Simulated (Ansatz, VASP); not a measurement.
Two plane-wave programs on LiF

```
Li F
1.0
     3.17468    0.00000    0.00000
    -1.58734    2.74935    0.00000
     0.00000    0.00000    4.65154
Li F
2 2
Cartesian
  0.0000 1.8329 1.7861
  1.5873 0.9165 4.1119
  0.0000 1.8329 4.6098
  1.5873 0.9165 2.2840
```

Alike in both runs: task single point; functional LDA; k mesh 9 × 9 × 6; occupations gaussian, width 0.05 eV; no spin polarisation.

|  | VASP | Ansatz |
| --- | --- | --- |
| version | VASP 6.6.1 | Ansatz 0.2.0 |
| potentials or method | VASP PAW LDA potentials, release 64 (Li_sv, F), cutoff 520 eV | scalar-relativistic, plane waves, PAW |
| valence electrons in the cell | 20 | 20 |

```tsv
	VASP	Ansatz	Ansatz less VASP
gap on the k mesh at the Fermi level (eV)	7.28	7.30	+0.014
least direct gap on the mesh (eV)	7.28	7.30	+0.014
rms of the force components (eV/Å)	0.087	0.084	-0.0031
```

LDA's correlation is that of Perdew and Zunger in VASP and of Perdew and Wang (1992) in Ansatz. Atom by atom the forces differ by 0.003 eV/Å (rms over components).

Noted on VASP's run: the cutoff is short for stress, so the pressure is rough.
